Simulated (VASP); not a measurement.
A run of VASP 6.6.1 is set up as follows.

Contents of INCAR:

```
SYSTEM = TiAl
ALGO = Fast
EDIFF = 1E-6
ENCUT = 520
GGA = PS
ISIF = 2
ISMEAR = 0
LASPH = .TRUE.
LCHARG = .TRUE.
LELF = .TRUE.
LREAL = .FALSE.
LVHAR = .TRUE.
LWAVE = .FALSE.
NBANDS = 14
NELM = 100
PREC = Accurate
SIGMA = 0.15
```

KPOINTS

```
k-points
0
G
  16 16 16
  0 0 0
```

The input POSCAR:

```
TiAl
1.0
    3.0205420412      0.0000000000      0.0000000000
    0.0000000000      3.0205420412      0.0000000000
    0.0000000000      0.0000000000      3.7213077947
Ti Al
1 1
Direct
    0.0000000000      0.0000000000      0.0000000000
    0.5000000000      0.5000000000      0.5000000000
```

Potentials or basis: VASP PAW PBE potentials, release 64 (Ti_sv, Al).

The run is started by

```console
$ cat potpaw_PBE.64/Ti_sv/POTCAR potpaw_PBE.64/Al/POTCAR > POTCAR
$ mpirun -np 1 vasp_std > vasp.out
```

(1) Predict the band gap on the k mesh.

(2) Predict the pressure.

## Answers

(1) zero (an odd number of electrons rules out a gap without spin polarisation).

(2) -7.7 GPa.

Caveat: the cell stands under tension; the PAW data sets were made with another functional, which shifts forces and pressure a little.
